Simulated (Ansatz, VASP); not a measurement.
Two plane-wave programs on Ge

Contents of INCAR:

```
  PREC = Accurate
  ENCUT = 600
  EDIFF = 1E-7
  ISMEAR = 0
  SIGMA = 0.01
  LREAL = False
  LASPH = True
  NELM = 80
  ALGO = Normal
  ISIF = 3
  LWAVE = False
  LCHARG = False
  GGA = PS
  IBRION = 2
  NSW = 100
  EDIFFG = -0.005
```

Contents of KPOINTS:

```
Automatic mesh
0
Gamma
  12 12 6
```

Contents of POSCAR:

```
Ge
1.0
    3.9975858431      0.0000000000      0.0000000000
   -1.9987929216      3.4620108940      0.0000000000
    0.0000000000      0.0000000000      6.5993779500
Ge
4
Direct
    0.6666666700      0.3333333300      0.0629012500
    0.3333333300      0.6666666700      0.5629012500
    0.6666666700      0.3333333300      0.4370987500
    0.3333333300      0.6666666700      0.9370987500
```

Input for Ansatz:

```yaml
crystal:
  lattice:
    - [3.9975858431, 0.0, 0.0]
    - [-1.9987929216, 3.462010894, 0.0]
    - [0.0, 0.0, 6.59937795]
  atoms:
    - { symbol: Ge, position: [0.66666667, 0.33333333, 0.06290125] }
    - { symbol: Ge, position: [0.33333333, 0.66666667, 0.56290125] }
    - { symbol: Ge, position: [0.66666667, 0.33333333, 0.43709875] }
    - { symbol: Ge, position: [0.33333333, 0.66666667, 0.93709875] }
basis:
  ecutwfc: 420
kpoints:
  mp_grid: { grid: [12, 12, 6] }
hamiltonian:
  xc: pbesol
scf:
  occupations: { method: gaussian, width: 0.01 }
output:
  forces: true
  stress: true
  eigenvalues: true
  write_density: true
  write_potential: true
  elf: true
  volumetric_format: npy
relax:
  adjacent_minimum: "off"
  f_tol: 0.005
  max_steps: 80
  cell: { stress_tol: 0.05 }
```

Alike in both runs: task relaxation of cell and atoms; functional PBEsol; k mesh 12 × 12 × 6; occupations gaussian, width 0.01 eV; no spin polarisation.

|  | VASP | Ansatz |
| --- | --- | --- |
| version | VASP 6.6.1 | Ansatz 0.2.0 |
| potentials or method | VASP PAW PBE potentials, release 64 (Ge_d), cutoff 600 eV | scalar-relativistic, plane waves, PAW |
| valence electrons in the cell | 56 | 56 |

VASP gave:

```
gap on the k mesh at the Fermi level, each at its own relaxed structure (eV) : none
relaxed volume (Å³/atom)                                                     : 22.78
relaxed length of the cell vector where the two differ most in proportion (Å)              : 3.996
```

Question: Estimate Ansatz's values.

Answer: gap on the k mesh at the Fermi level, each at its own relaxed structure (eV): none; relaxed volume (Å³/atom): 22.82; relaxed length of the cell vector where the two differ most in proportion (Å): 3.999.

VASP's potentials were made for PBE, not for PBEsol. A gap of «none» marks a metal or a gap that the smearing closes.
